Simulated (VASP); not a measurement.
Set up this calculation in VASP 6.6.1, as the native input.

| Quantity | Value |
| --- | --- |
| Task | single point |
| Functional | PBE |
| Potentials or basis | VASP PAW PBE potentials, release 64 (Nb_sv) |
| Cutoff | 500 eV |
| k mesh | 10 × 10 × 10 |
| Occupations | methfessel-paxton, width 0.05 eV |
| Spin | no spin polarisation |
| Dipole correction | no |
| Further INCAR settings | ALGO = Normal; EDIFF = 1e-06; NBANDS = 12 |

The structure of Nb lies in POSCAR:

```
Nb
1.0
   -1.6930204917      1.6930204917      1.6930204917
    1.6930204917     -1.6930204917      1.6930204917
    1.6930204917      1.6930204917     -1.6930204917
Nb
1
Direct
    0.0000000000      0.0000000000      0.0000000000
```

The input as run:

INCAR

```
ALGO = Normal
EDIFF = 1E-6
ENCUT = 500
GGA = PE
GGA_COMPAT = F
ISIF = 2
ISMEAR = 1
LASPH = T
LCHARG = F
LREAL = F
LWAVE = F
NBANDS = 12
NELM = 120
PREC = Accurate
SIGMA = 0.05
```

KPOINTS

```
k-points
0
Gamma
  10 10 10
```

Potentials or basis: VASP PAW PBE potentials, release 64 (Nb_sv).

Command:

```console
$ cat potpaw_PBE.64/Nb_sv/POTCAR > POTCAR
$ mpirun -np 1 vasp_std > vasp.out
```

It gave:

```yaml
Pressure: -10.4 GPa
```

It took 16 s on 1 thread of Intel Xeon 8259CL (shared host), peak memory 0.14 GiB.
